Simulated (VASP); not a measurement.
Input of a VASP 6.6.1 run:

Contents of POSCAR:

```
MgS
1.0
    0.0000000000      2.5669177485      2.5669177485
    2.5669177485      0.0000000000      2.5669177485
    2.5669177485      2.5669177485      0.0000000000
Mg S
1 1
Direct
    0.0000000000      0.0000000000      0.0000000000
    0.5000000000      0.5000000000      0.5000000000
```

INCAR.step1

```
PREC = Accurate ; ENCUT = 520
EDIFF = 1E-5 ; ISMEAR = 0
SIGMA = 0.01 ; LREAL = False
LASPH = True ; NELM = 60
ALGO = Normal ; ISIF = 2
LWAVE = True ; LCHARG = False
NBANDS = 11 ; GGA = PE
```

File INCAR.step2:

```
PREC = Accurate ; ENCUT = 520
EDIFF = 1E-6 ; ISMEAR = 0
SIGMA = 0.01 ; LREAL = False
LASPH = True ; NELM = 60
ALGO = Normal ; ISIF = 2
LWAVE = False ; LCHARG = False
GGA = PE ; LHFCALC = True
HFSCREEN = 0.2079 ; PRECFOCK = Normal
NBANDS = 11 ; ISTART = 1
```

Contents of KPOINTS:

```
Automatic mesh
0
Gamma
  6 6 6
```

Potentials or basis: VASP PAW PBE potentials, release 64 (Mg, S).

Run with:

```console
$ cat potpaw_PBE.64/Mg/POTCAR potpaw_PBE.64/S/POTCAR > POTCAR
$ cp INCAR.step1 INCAR
$ mpirun -np 1 vasp_std > vasp.out
$ cp INCAR.step2 INCAR
$ mpirun -np 1 vasp_std > vasp.out
```

Question: What does it give for the pressure?

Answer: 2.7 GPa.

Question: Estimate the band gap on the k mesh.

Answer: 3.85 eV (least direct gap 5.15 eV).

Caveat: the cell differs from its parent crystal (strain -1.3%); the PAW data sets were made with another functional, which shifts forces and pressure a little. A k mesh can miss the band edges.
